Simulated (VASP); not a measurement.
## Ni: single point with PBEsol

Ni:

```
Ni
1.0
     1.71426    1.71426    0.00000
    -1.71426    1.71426    0.00000
     0.00000    0.00000    3.48393
Ni
2
Direct
  0.00000 0.00000 0.00000
  0.50000 0.50000 0.50000
```

This cell differs from its parent crystal: biaxial strain in the a-b plane: -1.0 %.

```
Program             : VASP 6.6.1
Task                : single point
Functional          : PBEsol
Potentials or basis : VASP PAW PBE potentials, release 64 (Ni)
Cutoff              : 520 eV
k mesh              : 22 × 22 × 16
Occupations         : gaussian, width 0.1 eV
Spin                : collinear spin, ferromagnetic start
Starting moments    : [0.73, 0.73] μB
```

```yaml
Pressure: 3.3 GPa
Net_moment: 1.23 μB per cell
Site_moments: Ni +0.62 μB
Valence_electrons_inside_the_program's_atomic_spheres: Ni 9.43
```

Stress tensor (GPa, compression positive):
```
4.07 0.00 0.00
0.00 4.07 0.00
0.00 0.00 1.68
```

Levels at points of the mesh, in eV from the Fermi level:
Spin up:
| k point | band 9 | band 10 | band 11 | band 12 | band 13 | band 14 |
| --- | --- | --- | --- | --- | --- | --- |
| (0.00, 0.00, 0.00) | -0.52 | -0.42 | -0.42 | 2.17 | 9.46 | 15.62 |
| (0.50, 0.00, 0.00) | -1.41 | -1.41 | 1.14 | 1.14 | 11.83 | 11.83 |
| (0.50, 0.50, 0.00) | -0.38 | -0.38 | 2.56 | 2.56 | 9.90 | 9.90 |
| (0.00, 0.00, 0.50) | -1.63 | -1.63 | -0.89 | -0.89 | 20.18 | 20.18 |
| (0.50, 0.00, 0.50) | -0.55 | -0.55 | -0.46 | -0.46 | 6.09 | 6.09 |
| (0.50, 0.50, 0.50) | -0.38 | -0.38 | 8.06 | 8.06 | 8.06 | 8.06 |
Spin down:
```tsv
k point	band 8	band 9	band 10	band 11	band 12	band 13
(0.00, 0.00, 0.00)	-0.65	0.10	0.39	0.39	2.16	9.73
(0.50, 0.00, 0.00)	-1.21	-0.65	-0.65	1.70	1.70	12.05
(0.50, 0.50, 0.00)	0.36	0.44	0.44	2.56	2.56	10.16
(0.00, 0.00, 0.50)	-0.89	-0.89	-0.89	-0.28	-0.28	20.27
(0.50, 0.00, 0.50)	-0.48	0.14	0.14	0.19	0.19	6.51
(0.50, 0.50, 0.50)	-0.82	0.44	0.44	8.26	8.26	8.26
```

Run time: 12 min on 1 thread of Intel Xeon 8259CL, with other jobs on the host, peak memory 0.48 GiB.

Caveat: the cell differs from its parent crystal (biaxial strain in the a-b plane: -1.0 %); the cell stands under pressure; the PAW data sets were made with another functional, which shifts forces and pressure a little.
